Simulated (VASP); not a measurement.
SnO2: single point with LDA

SnO2:

```
CELL_PARAMETERS angstrom
3.13286 1.80876 4.79160
-3.13286 1.80876 4.79160
0.00000 -3.61751 4.79160
ATOMIC_POSITIONS crystal
Sn 0.86454 0.86454 0.86454
Sn 0.36487 0.36487 0.86488
Sn 0.36487 0.86488 0.36487
Sn 0.86488 0.36487 0.36487
O 0.11991 0.61961 0.61961
O 0.61961 0.11991 0.61961
O 0.61961 0.61961 0.11991
O 0.60994 0.60994 0.60994
O 0.11985 0.11985 0.11985
O 0.10969 0.10969 0.61000
O 0.10969 0.61000 0.10969
O 0.61000 0.10969 0.10969
```

| Property | Result |
| --- | --- |
| Program | VASP 6.6.1 |
| Task | single point |
| Functional | LDA |
| Potentials or basis | VASP PAW LDA potentials, release 64 (Sn_d, O) |
| Cutoff | 520 eV |
| k mesh | 6 × 6 × 6 |
| Occupations | gaussian, width 0.05 eV |
| Spin | no spin polarisation |

- Pressure: -6.6 GPa
- Largest force: 1.562 eV/Å
- Band gap on the k mesh: 1.99 eV

Forces on the atoms (eV/Å):
```
Sn   0.000  0.000  0.009
Sn   0.000  0.001 -0.003
Sn   0.001 -0.001 -0.003
Sn  -0.001 -0.001 -0.003
O   -0.001 -0.001  1.559
O    0.001 -0.001  1.559
O    0.000  0.001  1.559
O    0.000  0.000 -1.562
O    0.000  0.000  1.554
O    0.000  0.001 -1.556
O    0.001 -0.001 -1.556
O   -0.001 -0.001 -1.556
```

Stress tensor (GPa, compression positive):
```
 -2.12   0.00   0.00
  0.00  -2.12   0.00
  0.00   0.00 -15.55
```

Levels at points of the mesh, in eV from the valence-band top:
```
           k point  band 49  band 50  band 51  band 52  band 53  band 54  band 55  band 56
(0.00, 0.00, 0.00)    -0.05     0.00     0.00     0.00     1.99     4.78     4.78     4.78
(0.50, 0.00, 0.00)    -0.46    -0.46    -0.06    -0.06     4.27     4.27     5.48     5.48
(0.50, 0.50, 0.00)    -0.52    -0.52    -0.10    -0.10     4.53     4.53     5.58     5.58
(0.50, 0.50, 0.50)    -0.61    -0.61    -0.53    -0.53     3.45     5.21     5.21     5.21
```

Run time: 11 min on 1 thread of Intel Xeon 8259CL, with other jobs on the host, peak memory 0.4 GiB.

Caveat: the stress differs along the axes, from -16 to -2 GPa; spin-orbit coupling is left out, which moves the levels of the heavy elements; forces of over 1 eV/Å act on the atoms, so gaps and moduli don't describe the material at rest. A k mesh can miss the band edges.
